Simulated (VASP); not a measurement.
The system is BaO.

```
Ba O
1.0
     0.00000    2.75000    2.75000
     2.75000    0.00000    2.75000
     2.75000    2.75000    0.00000
Ba O
1 1
Direct
  0.00000 0.00000 0.00000
  0.50000 0.50000 0.50000
```

```yaml
Program: VASP 6.6.1
Task: relaxation of cell and atoms
Functional: PBE
Potentials_or_basis: VASP PAW PBE potentials, release 64 (Ba_sv, O)
Cutoff: 600 eV
k_mesh: 7 × 7 × 7
Occupations: methfessel-paxton, width 0.02 eV
Spin: no spin polarisation
```

At the start: pressure 4.8 GPa; volume 20.80 Å³/atom.

Question: How do energy, volume and symmetry change on relaxing?

Answer: Over 3 steps the energy falls by 18.6 meV/atom and the volume is 22.11 Å³/atom (+6.3 %); space group Fm-3m (No. 225, to 0.1 Å) before and after.

Step by step:
```
step  energy change (eV)  largest force (eV/Å)  pressure (GPa)  volume (Å³)
   1              0.0000                0.0000            4.80        41.59
   2             -0.0302                0.0000           -1.75        45.46
   3             -0.0371                0.0000            0.01        44.22
```

Final structure:
```cif
data_structure
_symmetry_space_group_name_H-M 'P 1'
_symmetry_Int_Tables_number 1
_cell_length_a 3.9692
_cell_length_b 3.9692
_cell_length_c 3.9692
_cell_angle_alpha 60.000
_cell_angle_beta 60.000
_cell_angle_gamma 60.000
_cell_volume 44.22
loop_
_atom_site_label
_atom_site_type_symbol
_atom_site_fract_x
_atom_site_fract_y
_atom_site_fract_z
_atom_site_occupancy
Ba1 Ba 0.00000 0.00000 0.00000 1
O1 O 0.50000 0.50000 0.50000 1
```
